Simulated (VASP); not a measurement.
# KTaO3 (Pm-3m) in VASP: further runs

KTaO3 is run at these levels: r2SCAN; tasks: relaxation of the atoms.

All numbers are computed with VASP 6.6.1; they aren't measurements. Logs are shortened: lines on timing, memory, paths and dates and some standing lists are left out, and cuts for length are marked.

### 1 The cell of the first run

The structure is cubic, space group Pm-3m (No. 221). The conventional cell has a = 3.990 Å, b = 3.990 Å, c = 3.990 Å, α = 90.00°, β = 90.00°, γ = 90.00°. Within 3.7 Å of K (site symmetry m-3m) lie 12 O at 2.82 Å and 8 Ta at 3.46 Å. Within 2.6 Å of Ta (site symmetry m-3m) lie 6 O at 1.99 Å. O (site symmetry 4/mmm) has 2 Ta at 1.99 Å within 2.6 Å.

### 2 Relaxation of the atoms, r2SCAN

POSCAR reads:

```
KTaO3
1.0
    3.9895772900      0.0000000000      0.0000000000
    0.0000000000      3.9895772900      0.0000000000
    0.0000000000      0.0000000000      3.9895772900
K Ta O
1 1 3
Direct
    0.5000000000      0.5000000000      0.5000000000
    0.0000000000      0.0000000000      0.0000000000
    0.5000000000      0.0000000000      0.0000000000
    0.0000000000      0.5000000000      0.0000000000
    0.0000000000      0.0000000000      0.5000000000
```

INCAR.step1 reads:

```
SYSTEM = KTaO3
PREC = Accurate
ENCUT = 520
ISMEAR = -1
SIGMA = 0.02
LREAL = .False.
LASPH = .True.
NELM = 80
GGA = PE
ALGO = Normal
EDIFF = 1E-4
LWAVE = .True.
LCHARG = .False.
```

INCAR.step2 reads:

```
SYSTEM = KTaO3
PREC = Accurate
ENCUT = 520
EDIFF = 1E-7
ISMEAR = -1
SIGMA = 0.02
LREAL = .False.
LASPH = .True.
NELM = 80
ALGO = Normal
ISIF = 2
LWAVE = .False.
LCHARG = .False.
METAGGA = R2SCAN
LMIXTAU = .True.
IBRION = 2
NSW = 50
EDIFFG = -0.01
ISTART = 1
```

KPOINTS reads:

```
Automatic mesh
0
Gamma
  8 8 8
  0 0 0
```

Potentials or basis: VASP PAW PBE potentials, release 64 (K_sv, Ta_pv, O).

Run with:

```console
$ cat potpaw_PBE.64/K_sv/POTCAR potpaw_PBE.64/Ta_pv/POTCAR potpaw_PBE.64/O/POTCAR > POTCAR
$ cp INCAR.step1 INCAR
$ mpirun -np 1 vasp_std > vasp.out
$ cp INCAR.step2 INCAR
$ mpirun -np 1 vasp_std > vasp.out
```

OUTCAR:

```text
SYSTEM = KTaO3
   PREC = Accurate
   ENCUT = 520
   EDIFF = 1E-7
   ISMEAR = -1
   LREAL = .False.
   LASPH = .True.
   NELM = 80
   ISIF = 2
   METAGGA = R2SCAN
   IBRION = 2
   NSW = 50
   EDIFFG = -0.01
   ISTART = 1

 ion  position               nearest neighbor table
   1  0.500  0.500  0.500-   3 2.82   4 2.82   5 2.82   3 2.82   4 2.82   3 2.82   5 2.82   3 2.82
                             4 2.82   5 2.82   4 2.82   5 2.82   2 3.46   2 3.46   2 3.46   2 3.46
   2  0.000  0.000  0.000-   3 1.99   4 1.99   5 1.99   5 1.99   4 1.99   3 1.99   1 3.46   1 3.46
                             1 3.46   1 3.46   1 3.46   1 3.46   1 3.46   1 3.46
   3  0.500  0.000  0.000-   2 1.99   2 1.99   1 2.82   1 2.82   1 2.82   1 2.82
   4  0.000  0.500  0.000-   2 1.99   2 1.99   1 2.82   1 2.82   1 2.82   1 2.82
   5  0.000  0.000  0.500-   2 1.99   2 1.99   1 2.82   1 2.82   1 2.82   1 2.82

  LATTYP: Found a simple cubic cell.
 ALAT       =     3.9895772900

  Lattice vectors:

 A1 = (   3.9895772900,   0.0000000000,   0.0000000000)
 A2 = (   0.0000000000,   3.9895772900,   0.0000000000)
 A3 = (   0.0000000000,   0.0000000000,   3.9895772900)

Analysis of symmetry for initial positions (statically):
=====================================================================
 Subroutine PRICEL returns:
 Original cell was already a primitive cell.

 Routine SETGRP: Setting up the symmetry group for a
 simple cubic supercell.

 Subroutine GETGRP returns: Found 48 space group operations
 (whereof 48 operations were pure point group operations)
 out of a pool of 48 trial point group operations.

The static configuration has the point symmetry O_h .

Analysis of symmetry for dynamics (positions and initial velocities):
=====================================================================
 Subroutine PRICEL returns:
 Original cell was already a primitive cell.

 Routine SETGRP: Setting up the symmetry group for a
 simple cubic supercell.

 Subroutine GETGRP returns: Found 48 space group operations
 (whereof 48 operations were pure point group operations)
 out of a pool of 48 trial point group operations.

The dynamic configuration has the point symmetry O_h .

 Subroutine INISYM returns: Found 48 space group operations
 (whereof 48 operations are pure point group operations),
 and found     1 'primitive' translations

----------------------------------------------------------------------------------------

                                     Primitive cell

  volume of cell :      63.5010

  direct lattice vectors                    reciprocal lattice vectors
     3.989577290  0.000000000  0.000000000     0.250653121  0.000000000  0.000000000
     0.000000000  3.989577290  0.000000000     0.000000000  0.250653121  0.000000000
     0.000000000  0.000000000  3.989577290     0.000000000  0.000000000  0.250653121

  length of vectors
     3.989577290  3.989577290  3.989577290     0.250653121  0.250653121  0.250653121

  position of ions in fractional coordinates (direct lattice)
     0.500000000  0.500000000  0.500000000
     0.000000000  0.000000000  0.000000000
     0.500000000  0.000000000  0.000000000
     0.000000000  0.500000000  0.000000000
     0.000000000  0.000000000  0.500000000

  ion indices of the primitive-cell ions
   primitive index   ion index
                 1           1
                 2           2
                 3           3
                 4           4
                 5           5

----------------------------------------------------------------------------------------

 KPOINTS: Automatic mesh

Automatic generation of k-mesh.
 Grid dimensions read from file:
 generate k-points for:    8    8    8

 Generating k-lattice:

  Cartesian coordinates                     Fractional coordinates (reciprocal lattice)
     0.031331640  0.000000000  0.000000000     0.125000000  0.000000000  0.000000000
     0.000000000  0.031331640  0.000000000     0.000000000  0.125000000  0.000000000
     0.000000000  0.000000000  0.031331640     0.000000000  0.000000000  0.125000000

[... 46 lines left out ...]
   NGX = 15   NGY = 15   NGZ = 15

 number of electron      37.9999976 magnetization

 Free energy of the ion-electron system (eV)
  ---------------------------------------------------
  ext. energy  EPLUGINS =         0.00000000
  ---------------------------------------------------
  free energy    TOTEN  =       -87.16318381 eV

  energy without entropy =      -87.16318381  energy(sigma->0) =      -87.16318381

 E-fermi :   1.8570     XC(G=0): -11.5521

 val. band max:        1.4128891509   @ k =   0.5000   0.5000   0.5000
 cond. band min:       4.0094296082   @ k =   0.0000   0.0000   0.0000
 fundamental gap:      2.5965404573
 Fermi energy:         1.8570155812

 k-point     1 :       0.0000    0.0000    0.0000
  band No.  band energies     occupation
      1     -33.8700      2.00000
      2     -33.8699      2.00000
      3     -33.8699      2.00000
      4     -27.0375      2.00000
      5     -17.1355      2.00000
      6     -16.4673      2.00000
[... 15 lines left out ...]
     22       4.0095      0.00000
     23       8.8008      0.00000

 k-point     2 :       0.1250    0.0000    0.0000
  band No.  band energies     occupation
      1     -33.8849      2.00000
      2     -33.8694      2.00000
      3     -33.8694      2.00000
      4     -27.0335      2.00000
      5     -17.0893      2.00000
      6     -16.4640      2.00000
[... 15 lines left out ...]
     22       4.4788      0.00000
     23       8.9102      0.00000

 k-point     3 :       0.2500    0.0000    0.0000
  band No.  band energies     occupation
      1     -33.9205      2.00000
      2     -33.8682      2.00000
      3     -33.8682      2.00000
      4     -27.0239      2.00000
      5     -17.0350      2.00000
      6     -16.4563      2.00000
[... 15 lines left out ...]
     22       5.4831      0.00000
     23       8.4897      0.00000
[... 495 lines left out ...]
 k-point    23 :       0.3750    0.3750    0.1250
  band No.  band energies     occupation
      1     -33.9516      2.00000
      2     -33.9513      2.00000
      3     -33.8787      2.00000
      4     -26.9987      2.00000
      5     -16.5814      2.00000
      6     -15.7733      2.00000
[... 15 lines left out ...]
     22       7.6346      0.00000
     23      10.2247      0.00000

 k-point    24 :       0.5000    0.3750    0.1250
  band No.  band energies     occupation
      1     -33.9658      2.00000
      2     -33.9508      2.00000
      3     -33.8782      2.00000
      4     -26.9964      2.00000
      5     -16.5606      2.00000
      6     -15.7523      2.00000
[... 15 lines left out ...]
     22       7.9320      0.00000
     23      10.2482      0.00000

 [... further k-points ...]

------------------------ aborting loop because EDIFF is reached ----------------------------------------

  FORCE on cell =-STRESS in cart. coord.  units (eV):
  Direction    XX          YY          ZZ          XY          YZ          ZX
  --------------------------------------------------------------------------------------
  -------------------------------------------------------------------------------------
  Total        0.4007907      0.4007907      0.4007907     -0.0000000     -0.0000000      0.0000000
  in kB       10.1122444     10.1122444     10.1122444     -0.0000000     -0.0000000      0.0000000
  external PRESSURE =      10.1122444 kB  Pullay stress =       0.0000000 kB

 VOLUME and BASIS-vectors are now :
 -----------------------------------------------------------------------------
  energy-cutoff  :      520.00
  volume of cell :       63.50
      direct lattice vectors                 reciprocal lattice vectors
     3.989577290  0.000000000  0.000000000     0.250653121  0.000000000  0.000000000
     0.000000000  3.989577290  0.000000000     0.000000000  0.250653121  0.000000000
     0.000000000  0.000000000  3.989577290     0.000000000  0.000000000  0.250653121

 POSITION                                       TOTAL-FORCE (eV/Angst)
 -----------------------------------------------------------------------------------
      1.99479      1.99479      1.99479         0.000000      0.000000      0.000000
      0.00000      0.00000      0.00000         0.000000      0.000000      0.000000
      1.99479      0.00000      0.00000         0.000000      0.000000      0.000000
      0.00000      1.99479      0.00000         0.000000      0.000000      0.000000
      0.00000      0.00000      1.99479         0.000000      0.000000      0.000000
 -----------------------------------------------------------------------------------
    total drift:                                0.000000     -0.000000      0.000000

  FREE ENERGIE OF THE ION-ELECTRON SYSTEM (eV)
  ---------------------------------------------------
  free  energy   TOTEN  =       -87.1631838104 eV

  energy  without entropy=      -87.1631838104  energy(sigma->0) =      -87.16318381

 reached required accuracy - stopping structural energy minimisation
```

Run time: 2.6 min. Hardware: 1 thread of Oxide Virtual Turin-like, shared host; peak memory 0.17 GiB.

What came out:

| Property | Result |
| --- | --- |
| Free energy | -87.1632 eV |
| Pressure after relaxing | 1.0 GPa |
| Band gap on the k mesh | 2.60 eV (least direct gap 3.25 eV) |

Final structure:
```
K Ta O
1.0
     3.98958    0.00000    0.00000
     0.00000    3.98958    0.00000
     0.00000    0.00000    3.98958
K Ta O
1 1 3
Direct
  0.50000 0.50000 0.50000
  0.00000 0.00000 0.00000
  0.50000 0.00000 0.00000
  0.00000 0.50000 0.00000
  0.00000 0.00000 0.50000
```

Caveat: the relaxation stopped at its first step, so nothing moved; the PAW data sets were made with another functional, which shifts forces and pressure a little; spin-orbit coupling is left out, which moves the levels of the heavy elements. A k mesh can miss the band edges.

### 3 Relaxation of the atoms, r2SCAN

This run uses another cell than the first one, of 12.95 Å³/atom.

Changes to POSCAR since step 2:

```diff
@@ -2,5 +2,5 @@
 1.0
-    3.9895772900      0.0000000000      0.0000000000
-    0.0000000000      3.9895772900      0.0000000000
-    0.0000000000      0.0000000000      3.9895772900
+    4.0159991000      0.0000000000      0.0000000000
+    0.0000000000      4.0159991000      0.0000000000
+    0.0000000000      0.0000000000      4.0159991000
 K Ta O
```

INCAR.step1 reads:

```
PREC = Accurate
ENCUT = 520
ISMEAR = -1
SIGMA = 0.02
LREAL = F
LASPH = T
NELM = 80
GGA = PE
ALGO = Normal
EDIFF = 1E-4
LWAVE = T
LCHARG = F
```

INCAR.step2 reads:

```
PREC = Accurate
ENCUT = 520
EDIFF = 1E-7
ISMEAR = -1
SIGMA = 0.02
LREAL = F
LASPH = T
NELM = 80
ALGO = Normal
ISIF = 2
LWAVE = F
LCHARG = F
METAGGA = R2SCAN
LMIXTAU = T
IBRION = 2
NSW = 50
EDIFFG = -0.01
ISTART = 1
```

KPOINTS reads:

```
Automatic mesh
0
Gamma
  8 8 8
```

Potentials or basis: VASP PAW PBE potentials, release 64 (K_sv, Ta_pv, O).

Run with:

```console
$ cat potpaw_PBE.64/K_sv/POTCAR potpaw_PBE.64/Ta_pv/POTCAR potpaw_PBE.64/O/POTCAR > POTCAR
$ cp INCAR.step1 INCAR
$ mpirun -np 1 vasp_std > vasp.out
$ cp INCAR.step2 INCAR
$ mpirun -np 1 vasp_std > vasp.out
```

Wall time 3.7 min (1 thread of Oxide Virtual Turin-like, shared host); peak memory 0.17 GiB.

It converged, with:

```yaml
Free_energy: -87.1566 eV
Pressure_after_relaxing: -3.1 GPa
Band_gap_on_the_k_mesh: 2.55 eV (least direct gap 3.20 eV)
```

Final structure:
```cif
data_structure
_symmetry_space_group_name_H-M 'P 1'
_symmetry_Int_Tables_number 1
_cell_length_a 4.0160
_cell_length_b 4.0160
_cell_length_c 4.0160
_cell_angle_alpha 90.000
_cell_angle_beta 90.000
_cell_angle_gamma 90.000
_cell_volume 64.77
loop_
_atom_site_label
_atom_site_type_symbol
_atom_site_fract_x
_atom_site_fract_y
_atom_site_fract_z
_atom_site_occupancy
K1 K 0.50000 0.50000 0.50000 1
Ta1 Ta 0.00000 0.00000 0.00000 1
O1 O 0.50000 0.00000 0.00000 1
O2 O 0.00000 0.50000 0.00000 1
O3 O 0.00000 0.00000 0.50000 1
```

Levels at points of the mesh, in eV from the valence-band top:
| k point | band 15 | band 16 | band 17 | band 18 | band 19 | band 20 | band 21 | band 22 | band 23 |
| --- | --- | --- | --- | --- | --- | --- | --- | --- | --- |
| (0.00, 0.00, 0.00) | -1.06 | -1.06 | -0.66 | -0.66 | -0.66 | 2.55 | 2.55 | 2.55 | 6.83 |
| (0.50, 0.00, 0.00) | -2.39 | -2.11 | -1.49 | -0.88 | -0.88 | 2.69 | 5.29 | 5.29 | 6.86 |
| (0.50, 0.50, 0.00) | -2.75 | -1.78 | -1.44 | -1.44 | -0.04 | 5.33 | 5.33 | 6.60 | 7.83 |
| (0.50, 0.50, 0.50) | -3.89 | -3.89 | 0.00 | 0.00 | 0.00 | 6.72 | 6.72 | 6.72 | 9.60 |

Caveat: the relaxation stopped at its first step, so nothing moved; the PAW data sets were made with another functional, which shifts forces and pressure a little; spin-orbit coupling is left out, which moves the levels of the heavy elements.

### 4 Relaxation of the atoms, r2SCAN

This run uses another cell than the first one, of 13.21 Å³/atom.

Changes to POSCAR since step 3:

```diff
@@ -2,5 +2,5 @@
 1.0
-    4.0159991000      0.0000000000      0.0000000000
-    0.0000000000      4.0159991000      0.0000000000
-    0.0000000000      0.0000000000      4.0159991000
+    4.0420777500      0.0000000000      0.0000000000
+    0.0000000000      4.0420777500      0.0000000000
+    0.0000000000      0.0000000000      4.0420777500
 K Ta O
```

INCAR.step1 reads:

```
SYSTEM = KTaO3
PREC = Accurate
ENCUT = 520
ISMEAR = -1
SIGMA = 0.02
LREAL = .False.
LASPH = .True.
NELM = 100
GGA = PE
ALGO = Normal
EDIFF = 1E-4
LWAVE = .True.
LCHARG = .False.
```

INCAR.step2 reads:

```
SYSTEM = KTaO3
PREC = Accurate
ENCUT = 520
EDIFF = 1E-6
ISMEAR = -1
SIGMA = 0.02
LREAL = .False.
LASPH = .True.
NELM = 100
ALGO = Normal
ISIF = 2
LWAVE = .False.
LCHARG = .False.
METAGGA = R2SCAN
LMIXTAU = .True.
IBRION = 2
NSW = 50
EDIFFG = -0.01
ISTART = 1
```

KPOINTS reads:

```
regular mesh
0
Gamma
  8 8 8
  0 0 0
```

Run with:

```console
$ cat potpaw_PBE.64/K_sv/POTCAR potpaw_PBE.64/Ta_pv/POTCAR potpaw_PBE.64/O/POTCAR > POTCAR
$ cp INCAR.step1 INCAR
$ mpirun -np 1 vasp_std > vasp.out
$ cp INCAR.step2 INCAR
$ mpirun -np 1 vasp_std > vasp.out
```

It took 2.3 min on 1 thread of Oxide Virtual Turin-like, shared host; peak memory 0.17 GiB.

The run converged. Its results:

```yaml
Free_energy: -87.1193 eV
Pressure_after_relaxing: -6.7 GPa
Band_gap_on_the_k_mesh: 2.49 eV (least direct gap 3.16 eV)
```

Final structure:
```
K Ta O
1.0
     4.04208    0.00000    0.00000
     0.00000    4.04208    0.00000
     0.00000    0.00000    4.04208
K Ta O
1 1 3
Direct
  0.50000 0.50000 0.50000
  0.00000 0.00000 0.00000
  0.50000 0.00000 0.00000
  0.00000 0.50000 0.00000
  0.00000 0.00000 0.50000
```

Levels at points of the mesh, in eV from the valence-band top:
```tsv
k point	band 15	band 16	band 17	band 18	band 19	band 20	band 21	band 22	band 23
(0.00, 0.00, 0.00)	-1.03	-1.03	-0.66	-0.66	-0.66	2.49	2.49	2.49	6.93
(0.50, 0.00, 0.00)	-2.39	-2.07	-1.45	-0.88	-0.88	2.63	5.15	5.15	6.63
(0.50, 0.50, 0.00)	-2.69	-1.81	-1.42	-1.42	-0.04	5.19	5.19	6.43	7.58
(0.50, 0.50, 0.50)	-3.83	-3.83	0.00	0.00	0.00	6.54	6.54	6.54	9.55
```

Caveat: the relaxation stopped at its first step, so nothing moved; the PAW data sets were made with another functional, which shifts forces and pressure a little; spin-orbit coupling is left out, which moves the levels of the heavy elements. A k mesh can miss the band edges.

### 5 Relaxation of the atoms, r2SCAN

This run uses another cell than the first one, of 13.46 Å³/atom.

Changes to POSCAR since step 4:

```diff
@@ -2,5 +2,5 @@
 1.0
-    4.0420777500      0.0000000000      0.0000000000
-    0.0000000000      4.0420777500      0.0000000000
-    0.0000000000      0.0000000000      4.0420777500
+    4.0678241600      0.0000000000      0.0000000000
+    0.0000000000      4.0678241600      0.0000000000
+    0.0000000000      0.0000000000      4.0678241600
 K Ta O
```

INCAR.step1 reads:

```
SYSTEM = KTaO3
ALGO = Normal
EDIFF = 1E-4
ENCUT = 520
GGA = PE
ISMEAR = -1
LASPH = .TRUE.
LCHARG = .FALSE.
LREAL = .FALSE.
LWAVE = .TRUE.
NELM = 100
PREC = Accurate
SIGMA = 0.02
```

INCAR.step2 reads:

```
SYSTEM = KTaO3
ALGO = Normal
EDIFF = 1E-7
EDIFFG = -0.01
ENCUT = 520
IBRION = 2
ISIF = 2
ISMEAR = -1
ISTART = 1
LASPH = .TRUE.
LCHARG = .FALSE.
LMIXTAU = .TRUE.
LREAL = .FALSE.
LWAVE = .FALSE.
METAGGA = R2SCAN
NELM = 100
NSW = 50
PREC = Accurate
SIGMA = 0.02
```

KPOINTS reads:

```
k-points
0
G
  8 8 8
  0 0 0
```

Run with:

```console
$ cat potpaw_PBE.64/K_sv/POTCAR potpaw_PBE.64/Ta_pv/POTCAR potpaw_PBE.64/O/POTCAR > POTCAR
$ cp INCAR.step1 INCAR
$ mpirun -np 1 vasp_std > vasp.out
$ cp INCAR.step2 INCAR
$ mpirun -np 1 vasp_std > vasp.out
```

It took 2.6 min on 1 thread of Oxide Virtual Turin-like, shared host; peak memory 0.17 GiB.

The run converged. Its results:

```
Free energy             : -87.0548 eV
Pressure after relaxing : -10.0 GPa
Band gap on the k mesh  : 2.44 eV (least direct gap 3.11 eV)
```

Final structure:
```xyz
5
Lattice="4.0678 0.0000 0.0000 0.0000 4.0678 0.0000 0.0000 0.0000 4.0678" Properties=species:S:1:pos:R:3 pbc="T T T"
K     2.0339    2.0339    2.0339
Ta    0.0000    0.0000    0.0000
O     2.0339    0.0000    0.0000
O     0.0000    2.0339    0.0000
O     0.0000    0.0000    2.0339
```

Levels at points of the mesh, in eV from the valence-band top:
```csv
k point,band 16,band 17,band 18,band 19,band 20,band 21,band 22,band 23
"(0.00, 0.00, 0.00)",-1.00,-0.67,-0.67,-0.67,2.44,2.44,2.44,6.39
"(0.50, 0.00, 0.00)",-2.03,-1.40,-0.87,-0.87,2.57,5.02,5.02,6.41
"(0.50, 0.50, 0.00)",-1.84,-1.39,-1.39,-0.03,5.06,5.06,6.26,7.33
"(0.50, 0.50, 0.50)",-3.76,0.00,0.00,0.00,6.37,6.37,6.37,9.49
```

Caveat: the relaxation stopped at its first step, so nothing moved; the PAW data sets were made with another functional, which shifts forces and pressure a little; spin-orbit coupling is left out, which moves the levels of the heavy elements. r2SCAN opens gaps a little over a GGA but as a rule still falls short of measured ones.

### 6 Overview

| cell | gap on the mesh (eV) | pressure (GPa) |
| --- | --- | --- |
| atoms relaxed from a = 3.990 Å, 5 atoms | 2.60 | 1.0 |
| atoms relaxed from a = 4.016 Å, 5 atoms | 2.55 | -3.1 |
| atoms relaxed from a = 4.042 Å, 5 atoms | 2.49 | -6.7 |
| atoms relaxed from a = 4.068 Å, 5 atoms | 2.44 | -10.0 |

Alike in all rows: task relaxation of the atoms; level r2SCAN; potentials or basis VASP PAW PBE potentials, release 64 (K_sv, Ta_pv, O); no spin polarisation; k mesh 8 × 8 × 8; cutoff (eV) 520; smearing fermi-dirac 0.02 eV.

Caveats: the relaxation stopped at its first step, so nothing moved; the PAW data sets were made with another functional, which shifts forces and pressure a little; spin-orbit coupling is left out, which moves the levels of the heavy elements.

Absolute energies hang on the potentials; compare differences alone.
